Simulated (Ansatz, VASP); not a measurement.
This is a calculation of AlN for Ansatz 0.2.0.

input.yaml

```yaml
crystal:
  lattice:
    - [0.0, 2.1839935596, 2.1839935596]
    - [2.1839935596, 0.0, 2.1839935596]
    - [2.1839935596, 2.1839935596, 0.0]
  atoms:
    - { symbol: Al, position: [0.0, 0.0, 0.0] }
    - { symbol: "N", position: [0.25, 0.25, 0.25] }
hamiltonian:
  xc: pbesol
  pseudopotentials: { kind: paw }
  dispersion: d4
kpoints:
  mp_grid: { grid: [10, 10, 10] }
scf:
  occupations: { method: fermi_dirac, width: 0.05 }
output:
  forces: true
  stress: true
  eigenvalues: true
```

Potentials or basis: Ansatz PAW.

Run with:

```console
$ ansatz run input.yaml --threads 2 --pin off --max-ram 5120MiB --backend cpu --events-out ev --progress --plain --runs-dir out
```

Task: Set up the same calculation for VASP 6.6.1. Potentials there: VASP PAW PBE potentials, release 64 (Al, N).

Result: As run (the cutoff follows the program's own potentials):

The input INCAR:

```
PREC = Accurate ; ENCUT = 520
EDIFF = 1E-6 ; ISMEAR = -1
SIGMA = 0.05 ; LREAL = F
LASPH = T ; NELM = 60
ALGO = Normal ; ISIF = 2
LWAVE = F ; LCHARG = T
GGA = PS ; IVDW = 13
LELF = T ; LVHAR = T
NBANDS = 11
```

The input KPOINTS:

```
Automatic mesh
0
Gamma
  10 10 10
```

POSCAR

```
AlN
1.0
    0.0000000000      2.1839935596      2.1839935596
    2.1839935596      0.0000000000      2.1839935596
    2.1839935596      2.1839935596      0.0000000000
Al N
1 1
Direct
    0.0000000000      0.0000000000      0.0000000000
    0.2500000000      0.2500000000      0.2500000000
```

Potentials or basis: VASP PAW PBE potentials, release 64 (Al, N).

Command:

```console
$ cat potpaw_PBE.64/Al/POTCAR potpaw_PBE.64/N/POTCAR > POTCAR
$ mpirun -np 1 vasp_std > vasp.out
```

Both were run:

|  | VASP | Ansatz | Ansatz less VASP |
| --- | --- | --- | --- |
| gap on the k mesh at the Fermi level (eV) | 3.19 | 3.20 | +0.009 |
| least direct gap on the mesh (eV) | 4.13 | 4.12 | -0.016 |
| pressure (GPa) | -1.3 | -1.3 | +0.02 |

VASP's potentials were made for PBE, not for PBEsol.
